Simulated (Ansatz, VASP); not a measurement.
# Pd: VASP beside Ansatz

```
CELL_PARAMETERS angstrom
0.00000 1.98059 1.98059
1.98059 0.00000 1.98059
1.98059 1.98059 0.00000
ATOMIC_POSITIONS crystal
Pd 0.00000 0.00000 0.00000
```

Alike in both runs: task single point; functional PBE; k mesh 8 × 8 × 8; occupations gaussian, width 0.05 eV; no spin polarisation.

|  | VASP | Ansatz |
| --- | --- | --- |
| version | VASP 6.6.1 | Ansatz 0.2.0 |
| potentials or method | VASP PAW PBE potentials, release 64 (Pd), cutoff 500 eV | scalar-relativistic, plane waves, PAW |
| valence electrons in the cell | 10 | 18 |

VASP gave:

| Quantity | Value |
| --- | --- |
| pressure (GPa) | -1.8 |

Task: What did Ansatz give for the same quantities?

Result: Pressure (GPa): -1.6.

VASP's potentials hold 10 valence electrons a cell and Ansatz's 18, so a difference there can come from the potentials and not from the codes.
